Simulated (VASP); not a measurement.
TiZn3: single point with LDA

Crystal: TiZn3.

```
Ti Zn
1.0
     3.93220   -0.03932   -0.03932
    -0.03932    3.93220   -0.03932
    -0.03932   -0.03932    3.93220
Ti Zn
1 3
Direct
  0.00000 0.00000 0.00000
  0.00000 0.50000 0.50000
  0.50000 0.00000 0.50000
  0.50000 0.50000 0.00000
```

This cell differs from its parent crystal: equal xy, yz and zx shear strains of -2 %.

```yaml
Program: VASP 6.6.1
Task: single point
Functional: LDA
Potentials_or_basis: VASP PAW LDA potentials, release 64 (Ti_sv, Zn)
Cutoff: 520 eV
k_mesh: 9 × 9 × 9
Occupations: fermi-dirac, width 0.05 eV
Spin: no spin polarisation
Dipole_correction: no
Further_INCAR_settings: ALGO = Normal; EDIFF = 1e-06; NBANDS = 32
```

The pressure is -9.3 GPa and the band gap on the k mesh is zero (band 24 reaches 4.73 eV, above the bottom of band 25 at 2.79 eV).

Stress tensor (GPa, compression positive):
```
-9.30  1.29  1.29
 1.29 -9.30  1.29
 1.29  1.29 -9.30
```

Levels at points of the mesh, in eV from the Fermi level:
```
           k point  band 22  band 23  band 24  band 25  band 26  band 27
(0.00, 0.00, 0.00)    -0.75     0.25     0.25     0.36     1.47     1.47
```

Wall time 4.4 min on 1 thread of AMD EPYC 7571, with other jobs on the host, peak memory 0.22 GiB.

Caveat: the cell differs from its parent crystal (equal xy, yz and zx shear strains of -2 %).
